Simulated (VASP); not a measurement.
# ZnCu2SnSe4 (I-42m) in VASP: further runs

ZnCu2SnSe4 is run at these levels: LDA, PBEsol; tasks: single point.

Everything below comes from runs of VASP 6.6.1. Logs are shortened: lines on timing, memory, paths and dates and some standing lists are left out, and cuts for length are marked.

### 1 The cell of the first run

It takes space group I-42m (No. 121, tetragonal). Conventional cell: a = 5.688 Å, b = 5.688 Å, c = 11.338 Å, α = 90.00°, β = 90.00°, γ = 90.00°. Sn (site symmetry -42m) has 4 Se at 2.54 Å within 3.4 Å. Within 3.2 Å of Se (site symmetry m) lie 1 Zn at 2.43 Å and 2 Cu at 2.44 Å and 1 Sn at 2.54 Å. Within 3.2 Å of Zn (site symmetry -42m) lie 4 Se at 2.43 Å. Cu (site symmetry -4) has 4 Se at 2.44 Å within 3.2 Å.

### 2 Single point, LDA

Contents of INCAR:

```
SYSTEM = ZnCu2SnSe4
ALGO = Normal
EDIFF = 1E-6
ENCUT = 520
ISIF = 2
ISMEAR = -1
LASPH = .TRUE.
LCHARG = .TRUE.
LELF = .TRUE.
LREAL = .FALSE.
LVHAR = .TRUE.
LWAVE = .FALSE.
NBANDS = 46
NELM = 60
PREC = Accurate
SIGMA = 0.05
```

Contents of KPOINTS:

```
k-points
0
G
  7 7 7
  0 0 0
```

Contents of POSCAR:

```
ZnCu2SnSe4
1.0
   -2.8441000000      2.8441000000      5.6689000000
    2.8441000000     -2.8441000000      5.6689000000
    2.8441000000      2.8441000000     -5.6689000000
Sn Se Zn Cu
1 4 1 2
Direct
    0.5000000000      0.5000000000      0.0000000000
    0.8873000000      0.3699000000      0.0000000000
    0.1127000000      0.1127000000      0.4826000000
    0.3699000000      0.8873000000      0.0000000000
    0.6301000000      0.6301000000      0.5174000000
    0.0000000000      0.0000000000      0.0000000000
    0.2500000000      0.7500000000      0.5000000000
    0.7500000000      0.2500000000      0.5000000000
```

Potentials or basis: VASP PAW LDA potentials, release 64 (Sn_d, Se, Zn, Cu).

Launch:

```sh
cat potpaw_LDA.64/Sn_d/POTCAR potpaw_LDA.64/Se/POTCAR potpaw_LDA.64/Zn/POTCAR potpaw_LDA.64/Cu/POTCAR > POTCAR
mpirun -np 1 vasp_std > vasp.out
```

OUTCAR:

```text
SYSTEM = ZnCu2SnSe4
   EDIFF = 1E-6
   ENCUT = 520
   ISIF = 2
   ISMEAR = -1
   LASPH = .TRUE.
   LREAL = .FALSE.
   NELM = 60
   PREC = Accurate

 ion  position               nearest neighbor table
   1  0.500  0.500  0.000-   5 2.54   2 2.54   4 2.54   3 2.54
   2  0.887  0.370  0.000-   6 2.43   8 2.44   7 2.44   1 2.54
   3  0.113  0.113  0.483-   6 2.43   7 2.44   8 2.44   1 2.54
   4  0.370  0.887  0.000-   6 2.43   7 2.44   8 2.44   1 2.54
   5  0.630  0.630  0.517-   6 2.43   7 2.44   8 2.44   1 2.54
   6  0.000  0.000  0.000-   2 2.43   3 2.43   4 2.43   5 2.43
   7  0.250  0.750  0.500-   3 2.44   4 2.44   5 2.44   2 2.44
   8  0.750  0.250  0.500-   2 2.44   3 2.44   5 2.44   4 2.44

  LATTYP: Found a body centered tetragonal cell.
 ALAT       =     5.6882000000
 C/A-ratio  =     1.9932140220

  Lattice vectors:

 A1 = (  -2.8441000000,   2.8441000000,   5.6689000000)
 A2 = (   2.8441000000,  -2.8441000000,   5.6689000000)
 A3 = (   2.8441000000,   2.8441000000,  -5.6689000000)

Analysis of symmetry for initial positions (statically):
=====================================================================
 Subroutine PRICEL returns:
 Original cell was already a primitive cell.

 Routine SETGRP: Setting up the symmetry group for a
 body centered tetragonal supercell.

 Subroutine GETGRP returns: Found  8 space group operations
 (whereof  8 operations were pure point group operations)
 out of a pool of 16 trial point group operations.

The static configuration has the point symmetry D_2d.

Analysis of symmetry for dynamics (positions and initial velocities):
=====================================================================
 Subroutine PRICEL returns:
 Original cell was already a primitive cell.

 Routine SETGRP: Setting up the symmetry group for a
 body centered tetragonal supercell.

 Subroutine GETGRP returns: Found  8 space group operations
 (whereof  8 operations were pure point group operations)
 out of a pool of 16 trial point group operations.

The dynamic configuration has the point symmetry D_2d.

 Subroutine INISYM returns: Found  8 space group operations
 (whereof  8 operations are pure point group operations),
 and found     1 'primitive' translations

----------------------------------------------------------------------------------------

                                     Primitive cell

  volume of cell :     183.4208

  direct lattice vectors                    reciprocal lattice vectors
    -2.844100000  2.844100000  5.668900000     0.000000000  0.175802539  0.088200533
     2.844100000 -2.844100000  5.668900000     0.175802539  0.000000000  0.088200533
     2.844100000  2.844100000 -5.668900000     0.175802539  0.175802539  0.000000000

  length of vectors
     6.950844325  6.950844325  6.950844325     0.196687230  0.196687230  0.248622334

  position of ions in fractional coordinates (direct lattice)
     0.500000000  0.500000000  0.000000000
     0.887300000  0.369900000  0.000000000
     0.112700000  0.112700000  0.482600000
     0.369900000  0.887300000  0.000000000
     0.630100000  0.630100000  0.517400000
     0.000000000  0.000000000  0.000000000
     0.250000000  0.750000000  0.500000000
     0.750000000  0.250000000  0.500000000

  ion indices of the primitive-cell ions
   primitive index   ion index
                 1           1
                 2           2
                 3           3
                 4           4
                 5           5
                 6           6
                 7           7
                 8           8

----------------------------------------------------------------------------------------

 KPOINTS: k-points

Automatic generation of k-mesh.
 Grid dimensions read from file:
 generate k-points for:    7    7    7

 Generating k-lattice:

  Cartesian coordinates                     Fractional coordinates (reciprocal lattice)
     0.000000000  0.025114648  0.012600076     0.142857143  0.000000000  0.000000000
     0.025114648  0.000000000  0.012600076     0.000000000  0.142857143  0.000000000
     0.025114648  0.025114648  0.000000000     0.000000000  0.000000000  0.142857143

  Length of vectors
     0.028098176  0.028098176  0.035517476

  Shift w.r.t. Gamma in fractional coordinates (k-lattice)
     0.000000000  0.000000000  0.000000000

 Subroutine IBZKPT returns following result:
 ===========================================

 Found     40 irreducible k-points:

 Following reciprocal coordinates:
            Coordinates               Weight
  0.000000  0.000000  0.000000      1.000000
  0.142857  0.000000 -0.000000      8.000000
  0.285714  0.000000 -0.000000      8.000000
  0.428571  0.000000 -0.000000      8.000000
  0.142857  0.142857 -0.000000      8.000000
  0.285714  0.142857 -0.000000     16.000000
[... 16 lines left out ...]
 -0.142857  0.285714  0.142857      8.000000
 -0.428571  0.428571  0.142857      8.000000
 [... further k-points ...]
   k-points           NKPTS =     40   k-points in BZ     NKDIM =     40   number of bands    NBANDS=     46
   number of dos      NEDOS =    301   number of ions     NIONS =      8
   total plane-waves  NPLWV = 157464
   dimension x,y,z NGX =    54 NGY =   54 NGZ =   54
   dimension x,y,z NGXF=   108 NGYF=  108 NGZF=  108
   ions per type =               1   4   1   2
   NGX,Y,Z   is equivalent  to a cutoff of  12.92, 12.92, 12.92 a.u.
   NGXF,Y,Z  is equivalent  to a cutoff of  25.83, 25.83, 25.83 a.u.
 SYSTEM =  ZnCu2SnSe4
   PREC   = accura    normal or accurate (medium, high low for compatibility)
   ISTART =      0    job   : 0-new  1-cont  2-samecut
   ICHARG =      2    charge: 1-file 2-atom 10-const
   ISPIN  =      1    spin polarized calculation?
   LNONCOLLINEAR =      F non collinear calculations
   LSORBIT =      F    spin-orbit coupling
   LASPH  =      T    aspherical Exc in radial PAW
   ENCUT  =  520.0 eV  38.22 Ry    6.18 a.u.  12.92 12.92 12.92*2*pi/ulx,y,z
   NELM   =     60;   NELMIN=  2; NELMDL= -5     # of ELM steps
   EDIFF  = 0.1E-05   stopping-criterion for ELM
   LREAL  =      F    real-space projection
[... 7 lines left out ...]
   TEBEG  =    0.0;   TEEND  =   0.0 temperature during run
   PSTRESS=    0.0 pullay stress
   NELECT =      72.0000    total number of electrons
   NUPDOWN=      -1.0000    fix difference up-down
   EMIN   =  10.00;   EMAX   =-10.00  energy-range for DOS
   EFERMI =   0.00;   METHOD = LEGACY
   ISMEAR =    -1;   SIGMA  =   0.05  broadening in eV -4-tet -1-fermi 0-gaus
   EFERMI_NEDOS =   21; number of points for ismear=-14 and -15
   IALGO  =     38    algorithm
   IMIX   =      4    mixing-type and parameters
     AMIX     =   0.40;   BMIX     =  1.00
     AMIX_MAG =   1.60;   BMIX_MAG =  1.00
  volume/ion in A,a.u.               =      22.93       154.72
  Fermi-wavevector in a.u.,A,eV,Ry     =   1.198679  2.265174 19.549271  1.436831
  Thomas-Fermi vector in A             =   2.334561
   LORBIT       =      0    0 simple, 1 ext, 2 COOP (PROOUT), +10 PAW based schemes
   GGA     = CA    functional components
   LHFCALC =     F    Hartree Fock is set to
   AEXX    =    0.0000 exact exchange contribution
   IVDW    =     0    specifies the selected vdW correction
   LEPSILON=     F    determine dielectric tensor
   LRPA    =     F    only Hartree local field effects (RPA)
 non-spin polarized calculation
  energy-cutoff  :      520.00
  volume of cell :      183.42
 maximum number of plane-waves:      4977
 NGX is ok and might be reduce to    54
   NGX = 25   NGY = 25   NGZ = 25

 number of electron      72.0000018 magnetization

 Free energy of the ion-electron system (eV)
  ---------------------------------------------------
  ext. energy  EPLUGINS =         0.00000000
  ---------------------------------------------------
  free energy    TOTEN  =       -35.09093433 eV

  energy without entropy =      -35.08950961  energy(sigma->0) =      -35.09022197

 E-fermi :   3.9545     XC(G=0):  -9.8398

 val. band max:        3.8875034051   @ k =   0.0000   0.0000   0.0000
 cond. band min:       4.1885583425   @ k =   0.4286   0.4286  -0.0000
 fundamental gap:      0.3010549374
 Fermi energy:         3.9545159170

 k-point     1 :       0.0000    0.0000    0.0000
  band No.  band energies     occupation
      1     -18.3547      2.00000
      2     -18.3547      2.00000
      3     -18.3385      2.00000
      4     -18.2901      2.00000
      5     -18.2633      2.00000
      6     -10.5805      2.00000
[... 38 lines left out ...]
     45       8.8071      0.00000
     46       9.8770      0.00000

 k-point     2 :       0.1429    0.0000   -0.0000
  band No.  band energies     occupation
      1     -18.3548      2.00000
      2     -18.3547      2.00000
      3     -18.3386      2.00000
      4     -18.2901      2.00000
      5     -18.2632      2.00000
      6     -10.5201      2.00000
[... 38 lines left out ...]
     45       8.8497      0.00000
     46       9.5837      0.00000

 k-point     3 :       0.2857    0.0000   -0.0000
  band No.  band energies     occupation
      1     -18.3549      2.00000
      2     -18.3547      2.00000
      3     -18.3387      2.00000
      4     -18.2900      2.00000
      5     -18.2631      2.00000
      6     -10.3505      2.00000
[... 38 lines left out ...]
     45       9.3348      0.00000
     46       9.6899      0.00000

 k-point     4 :       0.4286    0.0000   -0.0000
  band No.  band energies     occupation
      1     -18.3550      2.00000
      2     -18.3547      2.00000
      3     -18.3388      2.00000
      4     -18.2900      2.00000
      5     -18.2630      2.00000
      6     -10.1211      2.00000
[... 920 lines left out ...]
     45       9.5513      0.00000
     46       9.6748      0.00000

 k-point    23 :      -0.1429    0.2857    0.1429
  band No.  band energies     occupation
      1     -18.3550      2.00000
      2     -18.3547      2.00000
      3     -18.3388      2.00000
      4     -18.2900      2.00000
      5     -18.2630      2.00000
      6     -10.1765      2.00000
[... 38 lines left out ...]
     45       9.3108      0.00000
     46       9.6471      0.00000

 k-point    24 :      -0.4286    0.4286    0.1429
  band No.  band energies     occupation
      1     -18.3550      2.00000
      2     -18.3548      2.00000
      3     -18.3391      2.00000
      4     -18.2899      2.00000
      5     -18.2628      2.00000
      6      -9.9500      2.00000
[... 38 lines left out ...]
     45       9.2267      0.00000
     46       9.5198      0.00000

 [... further k-points ...]
[... 5 lines left out ...]
  --------------------------------------------------------------------------------------
  -------------------------------------------------------------------------------------
  Total       -2.7277540     -2.7277540     -1.9584325      0.0000000     -0.0000000      0.0000000
  in kB      -23.8268849    -23.8268849    -17.1068751      0.0000000     -0.0000000      0.0000000
  external PRESSURE =     -21.5868816 kB  Pullay stress =       0.0000000 kB

 VOLUME and BASIS-vectors are now :
 -----------------------------------------------------------------------------
  energy-cutoff  :      520.00
  volume of cell :      183.42
      direct lattice vectors                 reciprocal lattice vectors
    -2.844100000  2.844100000  5.668900000     0.000000000  0.175802539  0.088200533
     2.844100000 -2.844100000  5.668900000     0.175802539  0.000000000  0.088200533
     2.844100000  2.844100000 -5.668900000     0.175802539  0.175802539  0.000000000

 POSITION                                       TOTAL-FORCE (eV/Angst)
 -----------------------------------------------------------------------------------
      0.00000      0.00000      5.66890         0.000000     -0.000000     -0.000000
     -1.47154      1.47154      7.12694        -0.097453      0.097453      0.837903
      1.37256      1.37256     -1.45804        -0.097453     -0.097453     -0.837903
      1.47154     -1.47154      7.12694         0.097453     -0.097453      0.837903
      1.47154      1.47154      4.21086         0.097453      0.097453     -0.837903
      0.00000      0.00000      0.00000         0.000000     -0.000000      0.000000
      2.84410      0.00000      2.83445         0.000000      0.000000      0.000000
      0.00000      2.84410      2.83445         0.000000     -0.000000     -0.000000
 -----------------------------------------------------------------------------------
    total drift:                                0.000000      0.000000     -0.000001

  FREE ENERGIE OF THE ION-ELECTRON SYSTEM (eV)
  ---------------------------------------------------
  free  energy   TOTEN  =       -35.0909343260 eV

  energy  without entropy=      -35.0895096085  energy(sigma->0) =      -35.09022197
```

Run time: 6.5 min. Hardware: 1 thread of AMD EPYC 9R45 (Zen 5), shared host; peak memory 0.51 GiB.

Results:

```
Free energy            : -35.0909 eV
Pressure               : -2.2 GPa
Largest force          : 0.849 eV/Å
Band gap on the k mesh : zero (filled and empty bands touch)
```

Forces in eV/Å, atoms in the order of the input:
```
Sn   0.000  0.000  0.000
Se  -0.097  0.097  0.838
Se  -0.097 -0.097 -0.838
Se   0.097 -0.097  0.838
Se   0.097  0.097 -0.838
Zn   0.000  0.000  0.000
Cu   0.000  0.000  0.000
Cu   0.000  0.000  0.000
```

Caveat: semilocal functionals underestimate gaps, and a narrow one can read as zero; spin-orbit coupling is left out, which moves the levels of the heavy elements. With open d or f shells a metallic result of LDA can be an artefact of self-interaction; +U or a hybrid may open a gap.

### 3 Single point, PBEsol

Contents of INCAR:

```
ALGO     = Normal         # electronic algorithm
EDIFF    = 1E-6           # SCF threshold, eV
ENCUT    = 520            # plane-wave cutoff, eV
GGA      = PS             # functional
ISIF     = 2              # what is computed and relaxed
ISMEAR   = -1             # smearing method
LASPH    = T              # aspherical terms in the spheres
LCHARG   = F              # write CHGCAR
LREAL    = F              # projectors in reciprocal space
LWAVE    = F              # write WAVECAR
NBANDS   = 46             # bands
NELM     = 100            # most SCF steps
PREC     = Accurate       # precision mode
SIGMA    = 0.05           # smearing width, eV
```

Contents of KPOINTS:

```
k-points
0
Gamma
  7 7 7
```

POSCAR is that of step 2.

Potentials or basis: VASP PAW PBE potentials, release 64 (Sn_d, Se, Zn, Cu).

Launch:

```sh
cat potpaw_PBE.64/Sn_d/POTCAR potpaw_PBE.64/Se/POTCAR potpaw_PBE.64/Zn/POTCAR potpaw_PBE.64/Cu/POTCAR > POTCAR
mpirun -np 1 vasp_std > vasp.out
```

Wall time 6.5 min (1 thread of AMD EPYC 9R45 (Zen 5), shared host); peak memory 0.59 GiB.

It converged, with:

| Quantity | Value |
| --- | --- |
| Free energy | -32.6265 eV |
| Pressure | 0.0 GPa |
| Largest force | 0.839 eV/Å |
| Band gap on the k mesh | zero (filled and empty bands touch) |

Forces in eV/Å, atoms in the order of the input:
```
Sn   0.000  0.000  0.000
Se  -0.089  0.089  0.829
Se  -0.089 -0.089 -0.829
Se   0.089 -0.089  0.829
Se   0.089  0.089 -0.829
Zn   0.000  0.000  0.000
Cu   0.000  0.000  0.000
Cu   0.000  0.000  0.000
```

Stress tensor (GPa, compression positive):
```
-0.22  0.00  0.00
 0.00 -0.22  0.00
 0.00  0.00  0.44
```

Levels at points of the mesh, in eV from the Fermi level:
```
           k point  band 33  band 34  band 35  band 36  band 37  band 38  band 39  band 40
(0.00, 0.00, 0.00)    -1.74    -0.38    -0.23    -0.07    -0.07     1.44     2.55     3.43
```

Caveat: semilocal functionals underestimate gaps, and a narrow one can read as zero; the PAW data sets were made with another functional, which shifts forces and pressure a little; spin-orbit coupling is left out, which moves the levels of the heavy elements.

The gap in the log of VASP goes by the Fermi energy; the results here count the filled bands.